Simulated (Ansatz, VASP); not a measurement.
# Mo: VASP beside Ansatz

```xyz
1
Lattice="-1.5003 1.5710 1.5710 1.5003 -1.5710 1.5710 1.5003 1.5710 -1.5710" Properties=species:S:1:pos:R:3 pbc="T T T"
Mo    0.0000    0.0000    0.0000
```

Change from the starting cell: strain -0.0450 x Voigt [1, 0, 0, 0, 0, 0], atoms carried along.

Alike in both runs: task single point; functional PBE; k mesh 22 × 22 × 22; occupations gaussian, width 0.15 eV; no spin polarisation.

```csv
,VASP,Ansatz
version,VASP 6.6.1,Ansatz 0.2.0
potentials or method,"VASP PAW PBE potentials, release 64 (Mo_sv), cutoff 520 eV","scalar-relativistic, plane waves, PAW"
valence electrons in the cell,14,14
```

```tsv
	VASP	Ansatz	Ansatz less VASP
gap on the k mesh at the Fermi level (eV)	none	none	-
pressure (GPa)	19.9	19.2	-0.68
traceless stress, the component that is largest in VASP (GPa)	10.75	10.76	+0.003
```

A gap of «none» marks a metal or a gap that the smearing closes. The functional is the same, so the differences come from potentials, cutoffs and numerics.
